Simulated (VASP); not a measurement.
# Mo (I4/mmm) in VASP: further runs

Mo is run at these levels: PBEsol; tasks: single point.

Everything below comes from runs of VASP 6.6.1. Logs are shortened: lines on timing, memory, paths and dates and some standing lists are left out, and cuts for length are marked.

## 1. The cell of the first run

It takes space group I4/mmm (No. 139, tetragonal). The conventional cell has a = 2.672 Å, b = 2.672 Å, c = 4.366 Å, α = 90.00°, β = 90.00°, γ = 90.00°. Within 3.5 Å of Mo (site symmetry 4/mmm) lie 12 Mo at 2.67 to 2.89 Å.

## 2. Single point, PBEsol

The input, INCAR:

```
SYSTEM = Mo
PREC = Accurate
ENCUT = 520
EDIFF = 1E-7
ISMEAR = 0
SIGMA = 0.1
LREAL = .False.
LASPH = .True.
NELM = 80
ALGO = Fast
ISIF = 2
LWAVE = .False.
LCHARG = .False.
GGA = PS
NBANDS = 13
```

The input, KPOINTS:

```
regular mesh
0
Gamma
  8 8 8
  0 0 0
```

The input, POSCAR:

```
Mo
1.0
   -1.3361055268      1.3361055268      2.1828536968
    1.3361055268     -1.3361055268      2.1828536968
    1.3361055268      1.3361055268     -2.1828536968
Mo
1
Direct
    0.0000000000      0.0000000000      0.0000000000
```

Potentials or basis: VASP PAW PBE potentials, release 64 (Mo_sv).

Run with:

```sh
$ cat potpaw_PBE.64/Mo_sv/POTCAR > POTCAR
$ mpirun -np 1 vasp_std > vasp.out
```

OUTCAR:

```text
SYSTEM = Mo
   PREC = Accurate
   ENCUT = 520
   EDIFF = 1E-7
   ISMEAR = 0
   LREAL = .False.
   LASPH = .True.
   NELM = 80
   ISIF = 2
   GGA = PS

 ion  position               nearest neighbor table
   1  0.000  0.000  0.000-

  LATTYP: Found a body centered tetragonal cell.
 ALAT       =     2.6722110536
 C/A-ratio  =     1.6337434828

  Lattice vectors:

 A1 = (  -1.3361055268,   1.3361055268,   2.1828536968)
 A2 = (   1.3361055268,  -1.3361055268,   2.1828536968)
 A3 = (   1.3361055268,   1.3361055268,  -2.1828536968)

Analysis of symmetry for initial positions (statically):
=====================================================================
 Subroutine PRICEL returns:
 Original cell was already a primitive cell.

 Routine SETGRP: Setting up the symmetry group for a
 body centered tetragonal supercell.

 Subroutine GETGRP returns: Found 16 space group operations
 (whereof 16 operations were pure point group operations)
 out of a pool of 16 trial point group operations.

The static configuration has the point symmetry D_4h.

Analysis of symmetry for dynamics (positions and initial velocities):
=====================================================================
 Subroutine PRICEL returns:
 Original cell was already a primitive cell.

 Routine SETGRP: Setting up the symmetry group for a
 body centered tetragonal supercell.

 Subroutine GETGRP returns: Found 16 space group operations
 (whereof 16 operations were pure point group operations)
 out of a pool of 16 trial point group operations.

The dynamic configuration has the point symmetry D_4h.

 Subroutine INISYM returns: Found 16 space group operations
 (whereof 16 operations are pure point group operations),
 and found     1 'primitive' translations

----------------------------------------------------------------------------------------

                                     Primitive cell

  volume of cell :      15.5871

  direct lattice vectors                    reciprocal lattice vectors
    -1.336105527  1.336105527  2.182853697     0.000000000  0.374221938  0.229057953
     1.336105527 -1.336105527  2.182853697     0.374221938  0.000000000  0.229057953
     1.336105527  1.336105527 -2.182853697     0.374221938  0.374221938  0.000000000

  length of vectors
     2.887075721  2.887075721  2.887075721     0.438759165  0.438759165  0.529229740

  position of ions in fractional coordinates (direct lattice)
     0.000000000  0.000000000  0.000000000

  ion indices of the primitive-cell ions
   primitive index   ion index
                 1           1

----------------------------------------------------------------------------------------

 KPOINTS: regular mesh

Automatic generation of k-mesh.
 Grid dimensions read from file:
 generate k-points for:    8    8    8

 Generating k-lattice:

  Cartesian coordinates                     Fractional coordinates (reciprocal lattice)
     0.000000000  0.046777742  0.028632244     0.125000000  0.000000000  0.000000000
     0.046777742  0.000000000  0.028632244     0.000000000  0.125000000  0.000000000
     0.046777742  0.046777742  0.000000000     0.000000000  0.000000000  0.125000000

  Length of vectors
     0.054844896  0.054844896  0.066153718

  Shift w.r.t. Gamma in fractional coordinates (k-lattice)
     0.000000000  0.000000000  0.000000000

 Subroutine IBZKPT returns following result:
 ===========================================

 Found     59 irreducible k-points:

 Following reciprocal coordinates:
            Coordinates               Weight
  0.000000  0.000000  0.000000      1.000000
  0.125000 -0.000000  0.000000      8.000000
  0.250000 -0.000000  0.000000      8.000000
  0.375000 -0.000000  0.000000      8.000000
  0.500000 -0.000000  0.000000      4.000000
  0.125000  0.125000  0.000000      8.000000
[... 16 lines left out ...]
  0.250000  0.125000  0.125000     16.000000
  0.375000  0.125000  0.125000      8.000000
 [... further k-points ...]
   k-points           NKPTS =     59   k-points in BZ     NKDIM =     59   number of bands    NBANDS=     13
   number of dos      NEDOS =    301   number of ions     NIONS =      1
   total plane-waves  NPLWV =  13824
   dimension x,y,z NGX =    24 NGY =   24 NGZ =   24
   dimension x,y,z NGXF=    48 NGYF=   48 NGZF=   48
   ions per type =               1
   NGX,Y,Z   is equivalent  to a cutoff of  13.82, 13.82, 13.82 a.u.
   NGXF,Y,Z  is equivalent  to a cutoff of  27.64, 27.64, 27.64 a.u.
 SYSTEM =  Mo
   PREC   = accura    normal or accurate (medium, high low for compatibility)
   ISTART =      0    job   : 0-new  1-cont  2-samecut
   ICHARG =      2    charge: 1-file 2-atom 10-const
   ISPIN  =      1    spin polarized calculation?
   LNONCOLLINEAR =      F non collinear calculations
   LSORBIT =      F    spin-orbit coupling
   LASPH  =      T    aspherical Exc in radial PAW
   ENCUT  =  520.0 eV  38.22 Ry    6.18 a.u.   5.37  5.37  5.37*2*pi/ulx,y,z
   NELM   =     80;   NELMIN=  2; NELMDL= -5     # of ELM steps
   EDIFF  = 0.1E-06   stopping-criterion for ELM
   LREAL  =      F    real-space projection
   EDIFFG = 0.1E-05   stopping-criterion for IOM
   NSW    =      0    number of steps for IOM
   IBRION =     -1    ionic relax: 0-MD 1-quasi-New 2-CG
   NFREE  =      0    steps in history (QN), initial steepest desc. (CG)
   ISIF   =      2    stress and relaxation
   ISYM   =      2    0-nonsym 1-usesym 2-fastsym
   POTIM  = 0.5000    time-step for ionic-motion
   TEBEG  =    0.0;   TEEND  =   0.0 temperature during run
   PSTRESS=    0.0 pullay stress
   NELECT =      14.0000    total number of electrons
   NUPDOWN=      -1.0000    fix difference up-down
   EMIN   =  10.00;   EMAX   =-10.00  energy-range for DOS
   EFERMI =   0.00;   METHOD = LEGACY
   ISMEAR =     0;   SIGMA  =   0.10  broadening in eV -4-tet -1-fermi 0-gaus
   EFERMI_NEDOS =   21; number of points for ismear=-14 and -15
   IALGO  =     68    algorithm
   IMIX   =      4    mixing-type and parameters
     AMIX     =   0.40;   BMIX     =  1.00
     AMIX_MAG =   1.60;   BMIX_MAG =  1.00
  volume/ion in A,a.u.               =      15.59       105.19
  Fermi-wavevector in a.u.,A,eV,Ry     =   1.579533  2.984885 33.945523  2.494926
  Thomas-Fermi vector in A             =   2.679898
   LORBIT       =      0    0 simple, 1 ext, 2 COOP (PROOUT), +10 PAW based schemes
   GGA     = PS    functional components
   LHFCALC =     F    Hartree Fock is set to
   AEXX    =    0.0000 exact exchange contribution
   IVDW    =     0    specifies the selected vdW correction
   LEPSILON=     F    determine dielectric tensor
   LRPA    =     F    only Hartree local field effects (RPA)
 non-spin polarized calculation
 RMM-DIIS sequential band-by-band and
 Gauss-broadening in eV      SIGMA  =   0.10
  energy-cutoff  :      520.00
  volume of cell :       15.59
 maximum number of plane-waves:       430
 NGX is ok and might be reduce to    24
   NGX = 11   NGY = 11   NGZ = 11

 number of electron      13.9999999 magnetization

 Free energy of the ion-electron system (eV)
  ---------------------------------------------------
  ext. energy  EPLUGINS =         0.00000000
  ---------------------------------------------------
  free energy    TOTEN  =       -11.39250411 eV

  energy without entropy =      -11.38399159  energy(sigma->0) =      -11.38824785

 E-fermi :  12.3936     XC(G=0): -13.5298

 val. band max:       12.3778858751   @ k =   0.3750  -0.0000   0.0000
 cond. band min:      12.3936876731   @ k =   0.3750   0.1250   0.1250
 fundamental gap:      0.0158017979
 Fermi energy:        12.3935916403

 k-point     1 :       0.0000    0.0000    0.0000
  band No.  band energies     occupation
      1     -48.5955      2.00000
      2     -22.0064      2.00000
      3     -21.8101      2.00000
      4     -21.8101      2.00000
      5       5.2271      2.00000
      6      10.1432      2.00000
      7      12.0776      1.99999
      8      12.0776      1.99999
      9      12.5656      0.01499
     10      15.2989      0.00000
     11      25.5044      0.00000
     12      27.8107      0.00000
     13      32.2144      0.00000

 k-point     2 :       0.1250   -0.0000    0.0000
  band No.  band energies     occupation
      1     -48.5575      2.00000
      2     -22.1231      2.00000
      3     -21.9699      2.00000
      4     -21.8173      2.00000
      5       5.8594      2.00000
      6      10.3359      2.00000
      7      11.5965      2.00000
      8      12.3504      1.45904
      9      12.6911      0.00003
     10      14.9188      0.00000
     11      26.5912      0.00000
     12      28.2025      0.00000
     13      30.6692      0.00000

 k-point     3 :       0.2500   -0.0000    0.0000
  band No.  band energies     occupation
      1     -48.4645      2.00000
      2     -22.6284      2.00000
      3     -22.1098      2.00000
      4     -21.8345      2.00000
      5       7.1245      2.00000
      6      10.7322      2.00000
      7      10.8144      2.00000
      8      12.6989      0.00002
      9      13.7577      0.00000
     10      14.5708      0.00000
     11      26.0146      0.00000
     12      28.6942      0.00000
     13      32.6506      0.00000

 k-point     4 :       0.3750   -0.0000    0.0000
  band No.  band energies     occupation
      1     -48.3699      2.00000
      2     -23.1416      2.00000
      3     -22.2138      2.00000
      4     -21.8514      2.00000
      5       7.4161      2.00000
      6      10.4020      2.00000
      7      12.3350      1.59286
      8      12.3779      1.17577
      9      15.2962      0.00000
     10      15.5970      0.00000
     11      24.3639      0.00000
     12      26.4851      0.00000
     13      33.2531      0.00000

 k-point     5 :       0.5000   -0.0000    0.0000
  band No.  band energies     occupation
      1     -48.3302      2.00000
      2     -23.3486      2.00000
      3     -22.2554      2.00000
      4     -21.8583      2.00000
      5       7.2855      2.00000
      6      10.2685      2.00000
      7      12.0932      1.99998
      8      13.7728      0.00000
      9      15.8131      0.00000
     10      16.5846      0.00000
     11      23.7307      0.00000
     12      24.7057      0.00000
     13      31.1378      0.00000
[... 257 lines left out ...]
 k-point    22 :       0.1250    0.1250    0.1250
  band No.  band energies     occupation
      1     -48.3759      2.00000
      2     -22.6819      2.00000
      3     -22.3311      2.00000
      4     -22.1433      2.00000
      5       8.2582      2.00000
      6       9.8095      2.00000
      7      11.3952      2.00000
      8      12.9800      0.00000
      9      13.0861      0.00000
     10      15.7843      0.00000
     11      27.7498      0.00000
     12      30.0174      0.00000
     13      30.7457      0.00000

 k-point    23 :       0.2500    0.1250    0.1250
  band No.  band energies     occupation
      1     -48.2942      2.00000
      2     -23.0165      2.00000
      3     -22.4386      2.00000
      4     -22.2288      2.00000
      5       8.6003      2.00000
      6       9.7748      2.00000
      7      10.8462      2.00000
      8      12.6975      0.00002
      9      15.2550      0.00000
     10      17.7468      0.00000
     11      25.4163      0.00000
     12      28.9168      0.00000
     13      29.4211      0.00000

 k-point    24 :       0.3750    0.1250    0.1250
  band No.  band energies     occupation
      1     -48.2600      2.00000
      2     -23.1788      2.00000
      3     -22.4308      2.00000
      4     -22.2887      2.00000
      5       8.5577      2.00000
      6       9.4214      2.00000
      7      11.5475      2.00000
      8      12.3937      0.99892
      9      16.0192      0.00000
     10      19.7013      0.00000
     11      23.1440      0.00000
     12      28.8451      0.00000
     13      29.5656      0.00000

 [... further k-points ...]

------------------------ aborting loop because EDIFF is reached ----------------------------------------

  FORCE on cell =-STRESS in cart. coord.  units (eV):
  Direction    XX          YY          ZZ          XY          YZ          ZX
  --------------------------------------------------------------------------------------
  -------------------------------------------------------------------------------------
  Total        0.0498050      0.0498050      0.0548177      0.0000000     -0.0000000      0.0000000
  in kB        5.1193779      5.1193779      5.6346242      0.0000000     -0.0000000      0.0000000
  external PRESSURE =       5.2911267 kB  Pullay stress =       0.0000000 kB

 VOLUME and BASIS-vectors are now :
 -----------------------------------------------------------------------------
  energy-cutoff  :      520.00
  volume of cell :       15.59
      direct lattice vectors                 reciprocal lattice vectors
    -1.336105527  1.336105527  2.182853697     0.000000000  0.374221938  0.229057953
     1.336105527 -1.336105527  2.182853697     0.374221938  0.000000000  0.229057953
     1.336105527  1.336105527 -2.182853697     0.374221938  0.374221938  0.000000000

 POSITION                                       TOTAL-FORCE (eV/Angst)
 -----------------------------------------------------------------------------------
      0.00000      0.00000      0.00000         0.000000      0.000000     -0.000000
 -----------------------------------------------------------------------------------
    total drift:                               -0.000000      0.000000      0.000000

  FREE ENERGIE OF THE ION-ELECTRON SYSTEM (eV)
  ---------------------------------------------------
  free  energy   TOTEN  =       -11.3925041082 eV

  energy  without entropy=      -11.3839915886  energy(sigma->0) =      -11.38824785
```

It took 10 s on 1 thread of AMD EPYC 9R45 (Zen 5), shared host; peak memory 0.11 GiB.

What came out:

```
Free energy            : -11.3925 eV
Pressure               : 0.5 GPa
Band gap on the k mesh : zero (band 7 reaches 15.71 eV, above the bottom of band 8 at 12.00 eV)
```

Levels at points of the mesh, in eV from the Fermi level:
```tsv
k point	band 5	band 6	band 7	band 8	band 9	band 10
(0.00, 0.00, 0.00)	-7.17	-2.25	-0.32	-0.32	0.17	2.91
(0.50, 0.00, 0.00)	-5.11	-2.13	-0.30	1.38	3.42	4.19
(0.50, 0.50, 0.00)	-5.55	-4.72	3.31	3.42	4.85	5.55
(0.50, 0.50, 0.50)	-5.36	-4.63	2.05	4.07	4.31	4.31
```

Caveat: the k points lie up to 0.42 Å⁻¹ apart; the PAW data sets were made with another functional, which shifts forces and pressure a little.

(Part 1 of 2 ends here.)
